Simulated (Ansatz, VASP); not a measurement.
Two plane-wave programs on Sr4Ti3FeO12

```
CELL_PARAMETERS angstrom
3.90336 3.90336 0.00000
-3.90336 3.90336 0.00000
0.00000 0.00000 7.80673
ATOMIC_POSITIONS crystal
Sr 0.50000 0.00000 0.24816
Sr 0.50000 0.00000 0.75184
Sr 0.00000 0.50000 0.24816
Sr 0.00000 0.50000 0.75184
Fe 0.00000 0.00000 0.00000
Ti 0.00000 0.00000 0.50000
Ti 0.50000 0.50000 0.00000
Ti 0.50000 0.50000 0.50000
O 0.00000 0.00000 0.25053
O 0.00000 0.00000 0.74947
O 0.50000 0.50000 0.24984
O 0.50000 0.50000 0.75016
O 0.25027 0.74973 0.00000
O 0.25023 0.74977 0.50000
O 0.74973 0.25027 0.00000
O 0.74977 0.25023 0.50000
O 0.25027 0.25027 0.00000
O 0.25023 0.25023 0.50000
O 0.74973 0.74973 0.00000
O 0.74977 0.74977 0.50000
```

Alike in both runs: task single point; functional PBEsol; k mesh 3 × 3 × 2; occupations gaussian, width 0.05 eV; no spin polarisation; Hubbard terms Fe d U = 4.0 eV.

```csv
,VASP,Ansatz
version,VASP 6.6.1,Ansatz 0.2.0
potentials or method,"VASP PAW PBE potentials, release 64 (Sr_sv, Fe, Ti_sv, O), cutoff 520 eV","scalar-relativistic, plane waves, PAW"
valence electrons in the cell,156,164
```

Ansatz gave:

```
gap on the k mesh at the Fermi level (eV)                     : none
pressure (GPa)                                                : -5.9
traceless stress, the component that is largest in VASP (GPa) : 0.66
rms of the force components (eV/Å)                            : 0.195
```

Problem. Which values does VASP return?

Solution. gap on the k mesh at the Fermi level (eV): none; pressure (GPa): -5.2; traceless stress, the component that is largest in VASP (GPa): 0.61; rms of the force components (eV/Å): 0.201.

VASP's potentials were made for PBE, not for PBEsol. The programs project onto different local orbitals, so the same U acts differently, and such runs can settle in different states. Atom by atom the forces differ by 0.006 eV/Å (rms over components). A gap of «none» marks a metal or a gap that the smearing closes. VASP's potentials hold 156 valence electrons a cell and Ansatz's 164, so a difference there can come from the potentials and not from the codes. Ansatz's warnings: filled band counts differ across k points.

The k mesh is coarse, so the values compare programs but aren't converged.
